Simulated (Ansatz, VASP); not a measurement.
One calculation of F, two programs

The input INCAR:

```
SYSTEM = F
PREC     = Accurate       ! precision mode
ENCUT    = 520            ! plane-wave cutoff, eV
EDIFF    = 1E-6           ! SCF threshold, eV
ISMEAR   = 0              ! smearing method
SIGMA    = 0.05           ! smearing width, eV
LREAL    = .FALSE.        ! projectors in reciprocal space
LASPH    = .TRUE.         ! aspherical terms in the spheres
NELM     = 80             ! most SCF steps
ALGO     = Normal         ! electronic algorithm
ISIF     = 2              ! what is computed and relaxed
LWAVE    = .FALSE.        ! write WAVECAR
LCHARG   = .FALSE.        ! write CHGCAR
GGA      = PE             ! functional
IVDW     = 12             ! dispersion correction
NBANDS   = 22             ! bands
```

File KPOINTS:

```
Automatic mesh
0
G
  8 8 4
  0 0 0
```

POSCAR

```
F
1.0
    2.7675984296     -1.7242416175      0.2920727832
    2.7675984296      1.7242416175      0.2920727832
   -0.8071233782      0.0000000000      6.4944415114
F
4
Direct
    0.9138648456      0.5855481450      0.0939279973
    0.4144518550      0.0861351544      0.4060720027
    0.0861351544      0.4144518550      0.9060720027
    0.5855481450      0.9138648456      0.5939279973
```

Input for Ansatz:

```yaml
crystal:
  lattice:
    - [2.7675984296, -1.7242416175, 0.2920727832]
    - [2.7675984296, 1.7242416175, 0.2920727832]
    - [-0.8071233782, 0.0, 6.4944415114]
  atoms:
    - { symbol: F, position: [0.9138648456, 0.585548145, 0.0939279973] }
    - { symbol: F, position: [0.414451855, 0.0861351544, 0.4060720027] }
    - { symbol: F, position: [0.0861351544, 0.414451855, 0.9060720027] }
    - { symbol: F, position: [0.585548145, 0.9138648456, 0.5939279973] }
basis:
  ecutwfc: 520.0
kpoints:
  mp_grid: { grid: [8, 8, 4] }
hamiltonian:
  xc: pbe
  dispersion: d3bj
scf:
  occupations: { method: gaussian, width: 0.05 }
output:
  forces: true
  stress: true
  eigenvalues: true
```

Change from the starting cell: volume 15.699 Å^3 an atom, stretch along a over the lengths across it, relative to the relaxed cell 1.0202.

Alike in both runs: task single point; functional PBE; dispersion D3(BJ); k mesh 8 × 8 × 4; occupations gaussian, width 0.05 eV; no spin polarisation.

```csv
,VASP,Ansatz
version,VASP 6.6.1,Ansatz 0.2.0
potentials or method,"VASP PAW PBE potentials, release 64 (F), cutoff 520 eV","scalar-relativistic, plane waves, PAW"
valence electrons in the cell,28,28
```

|  | VASP | Ansatz | Ansatz less VASP |
| --- | --- | --- | --- |
| gap on the k mesh at the Fermi level (eV) | 3.56 | 3.64 | +0.085 |
| least direct gap on the mesh (eV) | 3.56 | 3.64 | +0.085 |
| pressure (GPa) | 6.1 | 5.5 | -0.53 |
| traceless stress, the component that is largest in VASP (GPa) | 8.78 | 7.22 | -1.562 |
| rms of the force components (eV/Å) | 1.502 | 1.226 | -0.2758 |

Atom by atom the forces differ by 0.276 eV/Å (rms over components).
